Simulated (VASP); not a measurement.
WC: single point with r2SCAN

The system is WC.

```xyz
2
Lattice="0.0000 2.3493 2.3493 2.3493 0.0000 2.3493 2.3493 2.3493 0.0000" Properties=species:S:1:pos:R:3 pbc="T T T"
W     0.0000    0.0000    0.0000
C     1.1746    1.1746    1.1746
```

```
Program             : VASP 6.6.1
Task                : single point
Functional          : r2SCAN
Potentials or basis : VASP PAW PBE potentials, release 64 (W_sv, C)
Cutoff              : 520 eV
k mesh              : 16 × 16 × 16
Occupations         : gaussian, width 0.1 eV
Spin                : collinear spin, ferromagnetic start
Starting moments    : [2.5, 0.0] μB
```

```yaml
Pressure: -2.3 GPa
Band_gap_on_the_k_mesh: zero (filled and empty bands overlap)
Net_moment: 0.00 μB per cell
Valence_electrons_inside_the_program's_atomic_spheres: W 12.09; C 2.51
```

Levels at points of the mesh, in eV from the Fermi level:
Spin up:
```tsv
k point	band 7	band 8	band 9	band 10	band 11	band 12
(0.00, 0.00, 0.00)	-6.02	-6.02	-0.02	-0.02	2.82	7.90
(0.50, 0.00, 0.00)	-5.25	-5.25	0.86	0.86	1.21	5.22
(0.50, 0.50, 0.00)	-2.95	-2.95	-2.29	1.63	1.97	2.81
```
Spin down:
| k point | band 6 | band 7 | band 8 | band 9 | band 10 | band 11 | band 12 | band 13 |
| --- | --- | --- | --- | --- | --- | --- | --- | --- |
| (0.00, 0.00, 0.00) | -6.02 | -6.02 | -6.02 | -0.02 | -0.02 | 2.82 | 7.90 | 7.90 |
| (0.50, 0.00, 0.00) | -5.92 | -5.25 | -5.25 | 0.86 | 0.86 | 1.21 | 5.22 | 5.22 |
| (0.50, 0.50, 0.00) | -7.65 | -2.95 | -2.95 | -2.29 | 1.63 | 1.97 | 2.81 | 2.81 |

Run time: 4.6 min on 1 thread of Intel(R) Xeon(R) 6975P-C (Granite Rapids) (shared host), peak memory 0.26 GiB.

Caveat: the PAW data sets were made with another functional, which shifts forces and pressure a little; spin-orbit coupling is left out, which moves the levels of the heavy elements.
